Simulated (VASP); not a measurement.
# CdS (F-43m) in VASP: further runs, part 2 of 2

VASP 6.6.1. Earlier steps stand in the parts before.

## 4. Single point, PBE (volume scaled by 0.960)

INCAR reads:

```
  PREC = Accurate
  ENCUT = 520
  EDIFF = 1E-7
  ISMEAR = 0
  SIGMA = 0.05
  LREAL = F
  LASPH = T
  NELM = 80
  ALGO = Normal
  ISIF = 2
  LWAVE = F
  LCHARG = F
  GGA = PE
  NBANDS = 16
```

KPOINTS reads:

```
regular mesh
0
Gamma
  10 10 10
```

POSCAR reads:

```
CdS
1.0
    0.0000000000      2.9233037913      2.9233037913
    2.9233037913      0.0000000000      2.9233037913
    2.9233037913      2.9233037913      0.0000000000
Cd S
1 1
Direct
    0.0000000000      0.0000000000      0.0000000000
    0.7500000000      0.7500000000      0.7500000000
```

Potentials or basis: VASP PAW PBE potentials, release 64 (Cd, S).

Command:

```
cat potpaw_PBE.64/Cd/POTCAR potpaw_PBE.64/S/POTCAR > POTCAR
mpirun -np 1 vasp_std > vasp.out
```

OUTCAR:

```text
PREC = Accurate
   ENCUT = 520
   EDIFF = 1E-7
   ISMEAR = 0
   LREAL = F
   LASPH = T
   NELM = 80
   ISIF = 2
   GGA = PE

 ion  position               nearest neighbor table
   1  0.000  0.000  0.000-   2 2.53   2 2.53   2 2.53   2 2.53
   2  0.750  0.750  0.750-   1 2.53   1 2.53   1 2.53   1 2.53

  LATTYP: Found a face centered cubic cell.
 ALAT       =     5.8466075826

  Lattice vectors:

 A1 = (   0.0000000000,   2.9233037913,   2.9233037913)
 A2 = (   2.9233037913,   0.0000000000,   2.9233037913)
 A3 = (   2.9233037913,   2.9233037913,   0.0000000000)

Analysis of symmetry for initial positions (statically):
=====================================================================
 Subroutine PRICEL returns:
 Original cell was already a primitive cell.

 Routine SETGRP: Setting up the symmetry group for a
 face centered cubic supercell.

 Subroutine GETGRP returns: Found 24 space group operations
 (whereof 24 operations were pure point group operations)
 out of a pool of 48 trial point group operations.

The static configuration has the point symmetry T_d .

Analysis of symmetry for dynamics (positions and initial velocities):
=====================================================================
 Subroutine PRICEL returns:
 Original cell was already a primitive cell.

 Routine SETGRP: Setting up the symmetry group for a
 face centered cubic supercell.

 Subroutine GETGRP returns: Found 24 space group operations
 (whereof 24 operations were pure point group operations)
 out of a pool of 48 trial point group operations.

The dynamic configuration has the point symmetry T_d .

 Subroutine INISYM returns: Found 24 space group operations
 (whereof 24 operations are pure point group operations),
 and found     1 'primitive' translations

----------------------------------------------------------------------------------------

                                     Primitive cell

  volume of cell :      49.9634

  direct lattice vectors                    reciprocal lattice vectors
     0.000000000  2.923303791  2.923303791    -0.171039357  0.171039357  0.171039357
     2.923303791  0.000000000  2.923303791     0.171039357 -0.171039357  0.171039357
     2.923303791  2.923303791  0.000000000     0.171039357  0.171039357 -0.171039357

  length of vectors
     4.134175869  4.134175869  4.134175869     0.296248856  0.296248856  0.296248856

  position of ions in fractional coordinates (direct lattice)
     0.000000000  0.000000000  0.000000000
     0.750000000  0.750000000  0.750000000

  ion indices of the primitive-cell ions
   primitive index   ion index
                 1           1
                 2           2

----------------------------------------------------------------------------------------

 KPOINTS: regular mesh

Automatic generation of k-mesh.
 Grid dimensions read from file:
 generate k-points for:   10   10   10

 Generating k-lattice:

  Cartesian coordinates                     Fractional coordinates (reciprocal lattice)
    -0.017103936  0.017103936  0.017103936     0.100000000  0.000000000  0.000000000
     0.017103936 -0.017103936  0.017103936     0.000000000  0.100000000  0.000000000
     0.017103936  0.017103936 -0.017103936     0.000000000  0.000000000  0.100000000

  Length of vectors
     0.029624886  0.029624886  0.029624886

  Shift w.r.t. Gamma in fractional coordinates (k-lattice)
     0.000000000  0.000000000  0.000000000

 Subroutine IBZKPT returns following result:
 ===========================================

 Found     47 irreducible k-points:

 Following reciprocal coordinates:
            Coordinates               Weight
  0.000000  0.000000  0.000000      1.000000
  0.100000  0.000000  0.000000      8.000000
  0.200000  0.000000  0.000000      8.000000
  0.300000  0.000000  0.000000      8.000000
  0.400000  0.000000  0.000000      8.000000
  0.500000  0.000000  0.000000      4.000000
[... 16 lines left out ...]
  0.300000  0.300000  0.000000      6.000000
  0.400000  0.300000  0.000000     24.000000
 [... further k-points ...]
   k-points           NKPTS =     47   k-points in BZ     NKDIM =     47   number of bands    NBANDS=     16
   number of dos      NEDOS =    301   number of ions     NIONS =      2
   total plane-waves  NPLWV =  32768
   dimension x,y,z NGX =    32 NGY =   32 NGZ =   32
   dimension x,y,z NGXF=    64 NGYF=   64 NGZF=   64
   ions per type =               1   1
   NGX,Y,Z   is equivalent  to a cutoff of  12.87, 12.87, 12.87 a.u.
   NGXF,Y,Z  is equivalent  to a cutoff of  25.74, 25.74, 25.74 a.u.
 SYSTEM =  unknown system
   PREC   = accura    normal or accurate (medium, high low for compatibility)
   ISTART =      0    job   : 0-new  1-cont  2-samecut
   ICHARG =      2    charge: 1-file 2-atom 10-const
   ISPIN  =      1    spin polarized calculation?
   LNONCOLLINEAR =      F non collinear calculations
   LSORBIT =      F    spin-orbit coupling
   LASPH  =      T    aspherical Exc in radial PAW
   ENCUT  =  520.0 eV  38.22 Ry    6.18 a.u.   7.69  7.69  7.69*2*pi/ulx,y,z
   NELM   =     80;   NELMIN=  2; NELMDL= -5     # of ELM steps
   EDIFF  = 0.1E-06   stopping-criterion for ELM
   LREAL  =      F    real-space projection
   EDIFFG = 0.1E-05   stopping-criterion for IOM
   NSW    =      0    number of steps for IOM
   IBRION =     -1    ionic relax: 0-MD 1-quasi-New 2-CG
   NFREE  =      0    steps in history (QN), initial steepest desc. (CG)
   ISIF   =      2    stress and relaxation
   ISYM   =      2    0-nonsym 1-usesym 2-fastsym
   POTIM  = 0.5000    time-step for ionic-motion
   TEBEG  =    0.0;   TEEND  =   0.0 temperature during run
   PSTRESS=    0.0 pullay stress
   NELECT =      18.0000    total number of electrons
   NUPDOWN=      -1.0000    fix difference up-down
   EMIN   =  10.00;   EMAX   =-10.00  energy-range for DOS
   EFERMI =   0.00;   METHOD = LEGACY
   ISMEAR =     0;   SIGMA  =   0.05  broadening in eV -4-tet -1-fermi 0-gaus
   EFERMI_NEDOS =   21; number of points for ismear=-14 and -15
   IALGO  =     38    algorithm
   IMIX   =      4    mixing-type and parameters
     AMIX     =   0.40;   BMIX     =  1.00
     AMIX_MAG =   1.60;   BMIX_MAG =  1.00
  volume/ion in A,a.u.               =      24.98       168.58
  Fermi-wavevector in a.u.,A,eV,Ry     =   1.164881  2.201307 18.462408  1.356949
  Thomas-Fermi vector in A             =   2.301414
   LORBIT       =      0    0 simple, 1 ext, 2 COOP (PROOUT), +10 PAW based schemes
   GGA     = PE    functional components
   LHFCALC =     F    Hartree Fock is set to
   AEXX    =    0.0000 exact exchange contribution
   IVDW    =     0    specifies the selected vdW correction
   LEPSILON=     F    determine dielectric tensor
   LRPA    =     F    only Hartree local field effects (RPA)
 non-spin polarized calculation
 Gauss-broadening in eV      SIGMA  =   0.05
  energy-cutoff  :      520.00
  volume of cell :       49.96
 maximum number of plane-waves:      1363
   NGX = 15   NGY = 15   NGZ = 15

 number of electron      18.0000005 magnetization

 Free energy of the ion-electron system (eV)
  ---------------------------------------------------
  ext. energy  EPLUGINS =         0.00000000
  ---------------------------------------------------
  free energy    TOTEN  =        -6.12804586 eV

  energy without entropy =       -6.12804586  energy(sigma->0) =       -6.12804586

 E-fermi :   1.4648     XC(G=0):  -9.1171

 val. band max:        1.2541793570   @ k =   0.0000   0.0000   0.0000
 cond. band min:       2.3887575238   @ k =   0.0000   0.0000   0.0000
 fundamental gap:      1.1345781668
 Fermi energy:         1.4647819899

 k-point     1 :       0.0000    0.0000    0.0000
  band No.  band energies     occupation
      1     -11.0729      2.00000
      2      -6.4483      2.00000
      3      -6.4483      2.00000
      4      -6.4483      2.00000
      5      -5.9779      2.00000
      6      -5.9779      2.00000
[... 8 lines left out ...]
     15      12.7244      0.00000
     16      12.7244      0.00000
[... 419 lines left out ...]
 k-point    24 :       0.4000    0.3000    0.0000
  band No.  band energies     occupation
      1     -10.6295      2.00000
      2      -6.2462      2.00000
      3      -6.1953      2.00000
      4      -6.1561      2.00000
      5      -5.9130      2.00000
      6      -5.7889      2.00000
[... 8 lines left out ...]
     15      13.5871      0.00000
     16      15.7878      0.00000

 [... further k-points ...]

------------------------ aborting loop because EDIFF is reached ----------------------------------------

  FORCE on cell =-STRESS in cart. coord.  units (eV):
  Direction    XX          YY          ZZ          XY          YZ          ZX
  --------------------------------------------------------------------------------------
  -------------------------------------------------------------------------------------
  Total        0.8551244      0.8551244      0.8551244      0.0000000      0.0000000     -0.0000000
  in kB       27.4212990     27.4212990     27.4212990      0.0000000      0.0000000     -0.0000000
  external PRESSURE =      27.4212990 kB  Pullay stress =       0.0000000 kB

 VOLUME and BASIS-vectors are now :
 -----------------------------------------------------------------------------
  energy-cutoff  :      520.00
  volume of cell :       49.96
      direct lattice vectors                 reciprocal lattice vectors
     0.000000000  2.923303791  2.923303791    -0.171039357  0.171039357  0.171039357
     2.923303791  0.000000000  2.923303791     0.171039357 -0.171039357  0.171039357
     2.923303791  2.923303791  0.000000000     0.171039357  0.171039357 -0.171039357

 POSITION                                       TOTAL-FORCE (eV/Angst)
 -----------------------------------------------------------------------------------
      0.00000      0.00000      0.00000        -0.000000     -0.000000     -0.000000
      4.38496      4.38496      4.38496         0.000000      0.000000      0.000000
 -----------------------------------------------------------------------------------
    total drift:                                0.000000      0.000000      0.000000

  FREE ENERGIE OF THE ION-ELECTRON SYSTEM (eV)
  ---------------------------------------------------
  free  energy   TOTEN  =        -6.1280458597 eV

  energy  without entropy=       -6.1280458597  energy(sigma->0) =       -6.12804586
```

OSZICAR:

```text
N       E                     dE             d eps       ncg     rms          rms(c)
DAV:   1     0.110465906672E+03    0.11047E+03   -0.88805E+03  1520   0.102E+03
DAV:   2    -0.237840497933E+01   -0.11284E+03   -0.10640E+03  1840   0.255E+02
DAV:   3    -0.664652216515E+01   -0.42681E+01   -0.42613E+01  1928   0.518E+01
DAV:   4    -0.667271221723E+01   -0.26190E-01   -0.26188E-01  1840   0.396E+00
DAV:   5    -0.667306597384E+01   -0.35376E-03   -0.35375E-03  1904   0.436E-01    0.800E+00
DAV:   6    -0.614675917583E+01    0.52631E+00   -0.83881E-01  2296   0.115E+01    0.644E+00
DAV:   7    -0.612763047012E+01    0.19129E-01   -0.19542E-01  1896   0.303E+00    0.314E+00
DAV:   8    -0.612791833978E+01   -0.28787E-03   -0.17825E-02  1840   0.169E+00    0.303E-01
DAV:   9    -0.612784641588E+01    0.71924E-04   -0.20613E-03  1784   0.669E-01    0.581E-02
DAV:  10    -0.612796998420E+01   -0.12357E-03   -0.24256E-04  1856   0.158E-01    0.668E-02
DAV:  11    -0.612805299474E+01   -0.83011E-04   -0.13213E-04  1816   0.914E-02    0.227E-02
DAV:  12    -0.612804490972E+01    0.80850E-05   -0.25195E-05  2008   0.650E-02    0.101E-02
DAV:  13    -0.612804622370E+01   -0.13140E-05   -0.43081E-06  1760   0.122E-02    0.117E-02
DAV:  14    -0.612804587471E+01    0.34899E-06   -0.35726E-07  2048   0.348E-03    0.514E-03
DAV:  15    -0.612804585972E+01    0.14994E-07   -0.36328E-08  1104   0.122E-03
   1 F= -.61280459E+01 E0= -.61280459E+01  d E =-.166926E-11
```

Run time: 31 s. Hardware: 1 thread of Intel Xeon 6975P-C, shared host; peak memory 0.19 GiB.

What came out:

| Item | Value |
| --- | --- |
| Free energy | -6.1280 eV |
| Pressure | 2.7 GPa |
| Band gap on the k mesh | 1.13 eV, direct |

Levels at points of the mesh, in eV from the valence-band top:
| k point | band 6 | band 7 | band 8 | band 9 | band 10 | band 11 | band 12 | band 13 |
| --- | --- | --- | --- | --- | --- | --- | --- | --- |
| (0.00, 0.00, 0.00) | -7.23 | 0.00 | 0.00 | 0.00 | 1.13 | 6.55 | 6.55 | 6.55 |
| (0.50, 0.00, 0.00) | -6.86 | -4.36 | -0.74 | -0.74 | 3.01 | 7.01 | 7.01 | 7.46 |
| (0.50, 0.50, 0.00) | -6.79 | -3.92 | -1.86 | -1.86 | 3.57 | 4.34 | 9.20 | 10.74 |

## 5. The runs side by side

```csv
cell,gap on the mesh (eV),pressure (GPa)
"a = 4.219 Å, angles 60.0°, 2 atoms",1.00,-0.8
"a = 4.246 Å, angles 60.0°, 2 atoms",0.95,-1.7
"a = 4.134 Å, angles 60.0°, 2 atoms",1.13,2.7
```

Alike in all rows: task single point; level PBE; potentials or basis VASP PAW PBE potentials, release 64 (Cd, S); no spin polarisation; k mesh 10 × 10 × 10; cutoff (eV) 520; smearing gaussian 0.05 eV.

Total energies depend on the potentials used, so only differences within one code and one set of settings carry meaning.
